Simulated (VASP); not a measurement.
# Zr (P6_3/mmc) in VASP: further runs

The runs below take Zr through single point, with PBEsol.

Everything below comes from runs of VASP 6.6.1. Logs are shortened: lines on timing, memory, paths and dates and some standing lists are left out, and cuts for length are marked.

## Step 1: The cell of the first run

The structure is hexagonal, space group P6_3/mmc (No. 194). Conventional cell: a = 3.183 Å, b = 3.183 Å, c = 5.118 Å, α = 90.00°, β = 90.00°, γ = 120.00°. Within 4.1 Å of Zr (site symmetry -6m2) lie 12 Zr at 3.15 to 3.18 Å.

## Step 2: Single point, PBEsol

File INCAR:

```
SYSTEM = Zr
PREC = Accurate
ENCUT = 520
EDIFF = 1E-6
ISMEAR = 0
SIGMA = 0.1
LREAL = .False.
LASPH = .True.
NELM = 100
ALGO = Normal
ISIF = 2
LWAVE = .False.
LCHARG = .False.
GGA = PS
NBANDS = 19
```

File KPOINTS:

```
Automatic mesh
0
Gamma
  15 15 8
  0 0 0
```

File POSCAR:

```
Zr
1.0
    3.1834312004      0.0000000000      0.0000000000
   -1.5917156002      2.7569322907      0.0000000000
    0.0000000000      0.0000000000      5.1176264924
Zr
2
Direct
    0.3333333333      0.6666666667      0.2500000000
    0.6666666667      0.3333333333      0.7500000000
```

Potentials or basis: VASP PAW PBE potentials, release 64 (Zr_sv).

The run is started by

```bash
cat potpaw_PBE.64/Zr_sv/POTCAR > POTCAR
mpirun -np 1 vasp_std > vasp.out
```

OUTCAR:

```text
SYSTEM = Zr
   PREC = Accurate
   ENCUT = 520
   EDIFF = 1E-6
   ISMEAR = 0
   LREAL = .False.
   LASPH = .True.
   NELM = 100
   ISIF = 2
   GGA = PS

 ion  position               nearest neighbor table
   1  0.333  0.667  0.250-   2 3.15   2 3.15   2 3.15   2 3.15   2 3.15   2 3.15
   2  0.667  0.333  0.750-   1 3.15   1 3.15   1 3.15   1 3.15   1 3.15   1 3.15

  LATTYP: Found a hexagonal cell.
 ALAT       =     3.1834312004
 C/A-ratio  =     1.6075819360

  Lattice vectors:

 A1 = (   3.1834312004,   0.0000000000,   0.0000000000)
 A2 = (  -1.5917156002,   2.7569322907,   0.0000000000)
 A3 = (   0.0000000000,   0.0000000000,   5.1176264924)

Analysis of symmetry for initial positions (statically):
=====================================================================
 Subroutine PRICEL returns:
 Original cell was already a primitive cell.

 Routine SETGRP: Setting up the symmetry group for a
 hexagonal supercell.

 Subroutine GETGRP returns: Found 24 space group operations
 (whereof 12 operations were pure point group operations)
 out of a pool of 24 trial point group operations.

The static configuration has the point symmetry D_3d.
 The point group associated with its full space group is D_6h.

Analysis of symmetry for dynamics (positions and initial velocities):
=====================================================================
 Subroutine PRICEL returns:
 Original cell was already a primitive cell.

 Routine SETGRP: Setting up the symmetry group for a
 hexagonal supercell.

 Subroutine GETGRP returns: Found 24 space group operations
 (whereof 12 operations were pure point group operations)
 out of a pool of 24 trial point group operations.

The dynamic configuration has the point symmetry D_3d.
 The point group associated with its full space group is D_6h.

 Subroutine INISYM returns: Found 24 space group operations
 (whereof 12 operations are pure point group operations),
 and found     1 'primitive' translations

----------------------------------------------------------------------------------------

                                     Primitive cell

  volume of cell :      44.9149

  direct lattice vectors                    reciprocal lattice vectors
     3.183431200  0.000000000  0.000000000     0.314126468  0.181361001  0.000000000
    -1.591715600  2.756932291  0.000000000     0.000000000  0.362722002  0.000000000
     0.000000000  0.000000000  5.117626492     0.000000000  0.000000000  0.195403084

  length of vectors
     3.183431200  3.183431200  5.117626492     0.362722002  0.362722002  0.195403084

  position of ions in fractional coordinates (direct lattice)
     0.333333333  0.666666667  0.250000000
     0.666666667  0.333333333  0.750000000

  ion indices of the primitive-cell ions
   primitive index   ion index
                 1           1
                 2           2

----------------------------------------------------------------------------------------

 KPOINTS: Automatic mesh

Automatic generation of k-mesh.
 Grid dimensions read from file:
 generate k-points for:   15   15    8

 Generating k-lattice:

  Cartesian coordinates                     Fractional coordinates (reciprocal lattice)
     0.020941765  0.012090733  0.000000000     0.066666667  0.000000000  0.000000000
     0.000000000  0.024181467  0.000000000     0.000000000  0.066666667  0.000000000
     0.000000000  0.000000000  0.024425386     0.000000000  0.000000000  0.125000000

  Length of vectors
     0.024181467  0.024181467  0.024425386

  Shift w.r.t. Gamma in fractional coordinates (k-lattice)
     0.000000000  0.000000000  0.000000000

 Subroutine IBZKPT returns following result:
 ===========================================

 Found    135 irreducible k-points:

 Following reciprocal coordinates:
            Coordinates               Weight
  0.000000  0.000000  0.000000      1.000000
  0.066667  0.000000  0.000000      6.000000
  0.133333 -0.000000  0.000000      6.000000
  0.200000  0.000000  0.000000      6.000000
  0.266667 -0.000000  0.000000      6.000000
  0.333333  0.000000  0.000000      6.000000
[... 16 lines left out ...]
  0.333333  0.200000  0.000000     12.000000
  0.400000  0.200000  0.000000      6.000000
 [... further k-points ...]
   k-points           NKPTS =    135   k-points in BZ     NKDIM =    135   number of bands    NBANDS=     19
   number of dos      NEDOS =    301   number of ions     NIONS =      2
   total plane-waves  NPLWV =  23040
   dimension x,y,z NGX =    24 NGY =   24 NGZ =   40
   dimension x,y,z NGXF=    48 NGYF=   48 NGZF=   80
   ions per type =               2
   NGX,Y,Z   is equivalent  to a cutoff of  12.53, 12.53, 12.99 a.u.
   NGXF,Y,Z  is equivalent  to a cutoff of  25.07, 25.07, 25.99 a.u.
 SYSTEM =  Zr
   PREC   = accura    normal or accurate (medium, high low for compatibility)
   ISTART =      0    job   : 0-new  1-cont  2-samecut
   ICHARG =      2    charge: 1-file 2-atom 10-const
   ISPIN  =      1    spin polarized calculation?
   LNONCOLLINEAR =      F non collinear calculations
   LSORBIT =      F    spin-orbit coupling
   LASPH  =      T    aspherical Exc in radial PAW
   ENCUT  =  520.0 eV  38.22 Ry    6.18 a.u.   5.92  5.92  9.52*2*pi/ulx,y,z
   NELM   =    100;   NELMIN=  2; NELMDL= -5     # of ELM steps
   EDIFF  = 0.1E-05   stopping-criterion for ELM
   LREAL  =      F    real-space projection
   EDIFFG = 0.1E-04   stopping-criterion for IOM
   NSW    =      0    number of steps for IOM
   IBRION =     -1    ionic relax: 0-MD 1-quasi-New 2-CG
   NFREE  =      0    steps in history (QN), initial steepest desc. (CG)
   ISIF   =      2    stress and relaxation
   ISYM   =      2    0-nonsym 1-usesym 2-fastsym
   POTIM  = 0.5000    time-step for ionic-motion
   TEBEG  =    0.0;   TEEND  =   0.0 temperature during run
   PSTRESS=    0.0 pullay stress
   NELECT =      24.0000    total number of electrons
   NUPDOWN=      -1.0000    fix difference up-down
   EMIN   =  10.00;   EMAX   =-10.00  energy-range for DOS
   EFERMI =   0.00;   METHOD = LEGACY
   ISMEAR =     0;   SIGMA  =   0.10  broadening in eV -4-tet -1-fermi 0-gaus
   EFERMI_NEDOS =   21; number of points for ismear=-14 and -15
   IALGO  =     38    algorithm
   IMIX   =      4    mixing-type and parameters
     AMIX     =   0.40;   BMIX     =  1.00
     AMIX_MAG =   1.60;   BMIX_MAG =  1.00
  volume/ion in A,a.u.               =      22.46       151.55
  Fermi-wavevector in a.u.,A,eV,Ry     =   1.328460  2.510426 24.011648  1.764806
  Thomas-Fermi vector in A             =   2.457696
   LORBIT       =      0    0 simple, 1 ext, 2 COOP (PROOUT), +10 PAW based schemes
   GGA     = PS    functional components
   LHFCALC =     F    Hartree Fock is set to
   AEXX    =    0.0000 exact exchange contribution
   IVDW    =     0    specifies the selected vdW correction
   LEPSILON=     F    determine dielectric tensor
   LRPA    =     F    only Hartree local field effects (RPA)
 non-spin polarized calculation
 Gauss-broadening in eV      SIGMA  =   0.10
  energy-cutoff  :      520.00
  volume of cell :       44.91
 maximum number of plane-waves:      1230
 NGX is ok and might be reduce to    24
   NGX = 11   NGY = 11   NGZ = 19

 number of electron      24.0000000 magnetization

 Free energy of the ion-electron system (eV)
  ---------------------------------------------------
  ext. energy  EPLUGINS =         0.00000000
  ---------------------------------------------------
  free energy    TOTEN  =       -18.16744906 eV

  energy without entropy =      -18.15722509  energy(sigma->0) =      -18.16233707

 E-fermi :   9.2879     XC(G=0): -11.3679

 val. band max:        9.2752570171   @ k =   0.1333  -0.0000   0.3750
 cond. band min:       9.2884418031   @ k =   0.3333   0.3333   0.5000
 fundamental gap:      0.0131847860
 Fermi energy:         9.2878962719

 k-point     1 :       0.0000    0.0000    0.0000
  band No.  band energies     occupation
      1     -39.3940      2.00000
      2     -39.2190      2.00000
      3     -18.0056      2.00000
      4     -17.0219      2.00000
      5     -17.0219      2.00000
      6     -16.8849      2.00000
[... 11 lines left out ...]
     18      11.5357      0.00000
     19      13.8997      0.00000

 k-point     2 :       0.0667    0.0000    0.0000
  band No.  band energies     occupation
      1     -39.3880      2.00000
      2     -39.2163      2.00000
      3     -17.9902      2.00000
      4     -17.0575      2.00000
      5     -17.0334      2.00000
      6     -16.9070      2.00000
[... 11 lines left out ...]
     18      11.4176      0.00000
     19      13.9872      0.00000

 k-point     3 :       0.1333   -0.0000    0.0000
  band No.  band energies     occupation
      1     -39.3707      2.00000
      2     -39.2088      2.00000
      3     -17.9454      2.00000
      4     -17.1578      2.00000
      5     -17.0650      2.00000
      6     -17.0092      2.00000
[... 11 lines left out ...]
     18      11.3126      0.00000
     19      14.1873      0.00000

 k-point     4 :       0.2000    0.0000    0.0000
  band No.  band energies     occupation
      1     -39.3444      2.00000
      2     -39.1984      2.00000
      3     -17.8750      2.00000
      4     -17.3053      2.00000
      5     -17.1547      2.00000
      6     -17.1097      2.00000
[... 11 lines left out ...]
     18      11.8557      0.00000
     19      14.4007      0.00000

 k-point     5 :       0.2667   -0.0000    0.0000
  band No.  band energies     occupation
      1     -39.3129      2.00000
      2     -39.1877      2.00000
      3     -17.7856      2.00000
      4     -17.4738      2.00000
      5     -17.3151      2.00000
      6     -17.1592      2.00000
[... 11 lines left out ...]
     18      12.5620      0.00000
     19      14.5721      0.00000

 k-point     6 :       0.3333    0.0000    0.0000
  band No.  band energies     occupation
      1     -39.2805      2.00000
      2     -39.1794      2.00000
      3     -17.6867      2.00000
      4     -17.6334      2.00000
      5     -17.4627      2.00000
      6     -17.2049      2.00000
[... 11 lines left out ...]
     18      13.3631      0.00000
     19      14.6876      0.00000

 k-point     7 :       0.4000    0.0000    0.0000
  band No.  band energies     occupation
      1     -39.2525      2.00000
      2     -39.1755      2.00000
      3     -17.7568      2.00000
      4     -17.5922      2.00000
      5     -17.5748      2.00000
      6     -17.2399      2.00000
[... 11 lines left out ...]
     18      14.1541      0.00000
     19      14.7540      0.00000

 k-point     8 :       0.4667    0.0000    0.0000
  band No.  band energies     occupation
      1     -39.2352      2.00000
      2     -39.1754      2.00000
      3     -17.8239      2.00000
      4     -17.6350      2.00000
      5     -17.5272      2.00000
      6     -17.2587      2.00000
[... 256 lines left out ...]
 k-point    20 :       0.4000    0.1333    0.0000
  band No.  band energies     occupation
      1     -39.2262      2.00000
      2     -39.1760      2.00000
      3     -17.7848      2.00000
      4     -17.6011      2.00000
      5     -17.4928      2.00000
      6     -17.3321      2.00000
[... 11 lines left out ...]
     18      14.4886      0.00000
     19      15.7878      0.00000

 k-point    21 :       0.2000    0.2000    0.0000
  band No.  band energies     occupation
      1     -39.2724      2.00000
      2     -39.1777      2.00000
      3     -17.6611      2.00000
      4     -17.5489      2.00000
      5     -17.5245      2.00000
      6     -17.2229      2.00000
[... 11 lines left out ...]
     18      14.1514      0.00000
     19      14.3578      0.00000

 k-point    22 :       0.2667    0.2000    0.0000
  band No.  band energies     occupation
      1     -39.2452      2.00000
      2     -39.1748      2.00000
      3     -17.6527      2.00000
      4     -17.5675      2.00000
      5     -17.5626      2.00000
      6     -17.3028      2.00000
[... 11 lines left out ...]
     18      14.3199      0.00000
     19      15.0793      0.00000

 k-point    23 :       0.3333    0.2000    0.0000
  band No.  band energies     occupation
      1     -39.2234      2.00000
      2     -39.1762      2.00000
      3     -17.7230      2.00000
      4     -17.5689      2.00000
      5     -17.4824      2.00000
      6     -17.3780      2.00000
[... 11 lines left out ...]
     18      14.2925      0.00000
     19      15.8103      0.00000

 k-point    24 :       0.4000    0.2000    0.0000
  band No.  band energies     occupation
      1     -39.2139      2.00000
      2     -39.1784      2.00000
      3     -17.7475      2.00000
      4     -17.5640      2.00000
      5     -17.4410      2.00000
      6     -17.4124      2.00000
[... 11 lines left out ...]
     18      14.2823      0.00000
     19      16.0117      0.00000

 [... further k-points ...]

------------------------ aborting loop because EDIFF is reached ----------------------------------------

  FORCE on cell =-STRESS in cart. coord.  units (eV):
  Direction    XX          YY          ZZ          XY          YZ          ZX
  --------------------------------------------------------------------------------------
  -------------------------------------------------------------------------------------
  Total        0.0157495      0.0157495      0.0171607      0.0000000      0.0000000      0.0000000
  in kB        0.5618073      0.5618073      0.6121458      0.0000000      0.0000000      0.0000000
  external PRESSURE =       0.5785868 kB  Pullay stress =       0.0000000 kB

 VOLUME and BASIS-vectors are now :
 -----------------------------------------------------------------------------
  energy-cutoff  :      520.00
  volume of cell :       44.91
      direct lattice vectors                 reciprocal lattice vectors
     3.183431200  0.000000000  0.000000000     0.314126468  0.181361001  0.000000000
    -1.591715600  2.756932291  0.000000000     0.000000000  0.362722002  0.000000000
     0.000000000  0.000000000  5.117626492     0.000000000  0.000000000  0.195403084

 POSITION                                       TOTAL-FORCE (eV/Angst)
 -----------------------------------------------------------------------------------
     -0.00000      1.83795      1.27941        -0.000000      0.000000      0.000000
      1.59172      0.91898      3.83822         0.000000     -0.000000      0.000000
 -----------------------------------------------------------------------------------
    total drift:                               -0.000000      0.000000     -0.000000

  FREE ENERGIE OF THE ION-ELECTRON SYSTEM (eV)
  ---------------------------------------------------
  free  energy   TOTEN  =       -18.1674490576 eV

  energy  without entropy=      -18.1572250919  energy(sigma->0) =      -18.16233707
```

Wall time 38 s (1 thread of Intel Xeon Platinum 8488C (Sapphire Rapids), shared host); peak memory 0.22 GiB.

What came out:

```yaml
Free_energy: -18.1674 eV
Pressure: 0.1 GPa
Band_gap_on_the_k_mesh: zero (band 12 reaches 10.25 eV, above the bottom of band 13 at 8.94 eV)
```

Caveat: the PAW data sets were made with another functional, which shifts forces and pressure a little.

## Step 3: Single point, PBEsol

File INCAR:

```
SYSTEM = Zr
ALGO = Fast ; EDIFF = 1E-6
ENCUT = 520 ; GGA = PS
ISIF = 2 ; ISMEAR = -1
LASPH = .True. ; LCHARG = .False.
LREAL = .False. ; LWAVE = .False.
NBANDS = 19 ; NELM = 60
PREC = Accurate ; SIGMA = 0.15
```

File KPOINTS:

```
k-points
0
Gamma
  15 15 8
  0 0 0
```

File POSCAR:

```
Zr
1.0
    3.1801630707      0.0000000000      0.0000000000
   -1.5900815353      2.7541020074      0.0000000000
    0.0000000000      0.0000000000      5.1370533459
Zr
2
Direct
    0.3333333333      0.6666666667      0.2500000000
    0.6666666667      0.3333333333      0.7500000000
```

Potentials or basis: VASP PAW PBE potentials, release 64 (Zr_sv).

The run is started by

```bash
cat potpaw_PBE.64/Zr_sv/POTCAR > POTCAR
mpirun -np 1 vasp_std > vasp.out
```

It took 75 s on 1 thread of Intel Xeon Platinum 8488C (Sapphire Rapids), shared host; peak memory 0.22 GiB.

Results (log left out):

```
Free energy            : -18.2409 eV
Pressure               : 0.1 GPa
Band gap on the k mesh : zero (band 12 reaches 10.19 eV, above the bottom of band 13 at 8.91 eV)
```

Levels at points of the mesh, in eV from the Fermi level:
```csv
k point,band 9,band 10,band 11,band 12,band 13,band 14,band 15,band 16
"(0.00, 0.00, 0.00)",-5.67,-3.08,0.95,0.95,0.97,1.27,1.64,1.64
"(0.00, 0.00, 0.50)",-3.95,-3.95,0.05,0.05,0.87,0.87,0.87,0.87
```

Caveat: the PAW data sets were made with another functional, which shifts forces and pressure a little.

[end of part 1 of 2]
